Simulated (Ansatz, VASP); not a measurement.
## Tl in VASP and in Ansatz

```
Tl
1.0
     0.00000    2.30654    2.30654
     2.30654    0.00000    2.30654
     2.30654    2.30654    0.00000
Tl
1
Cartesian
  0.0000 0.0000 0.0000
```

Alike in both runs: task relaxation of cell and atoms; functional PBE; k mesh 14 × 14 × 14; occupations fermi-dirac, width 0.08 eV; no spin polarisation.

|  | VASP | Ansatz |
| --- | --- | --- |
| version | VASP 6.6.1 | Ansatz 0.2.0 |
| potentials or method | VASP PAW PBE potentials, release 64 (Tl_d) | PAW with Ansatz's default frozen-core files, scalar-relativistic |
| plane-wave cutoff (eV) | 600 | 420 |
| valence electrons in the cell | 13 | 13 |

|  | VASP | Ansatz | Ansatz less VASP |
| --- | --- | --- | --- |
| relaxed volume (Å³/atom) | 31.15 | 31.16 | +0.013 |
| relaxed length of the cell vector where the two differ most in proportion (Å) | 3.532 | 3.532 | +0.0005 |

Neither program's run includes spin-orbit coupling. Noted on VASP's run: the volume moved by over 15 % at a fixed basis, so the end points are rough.
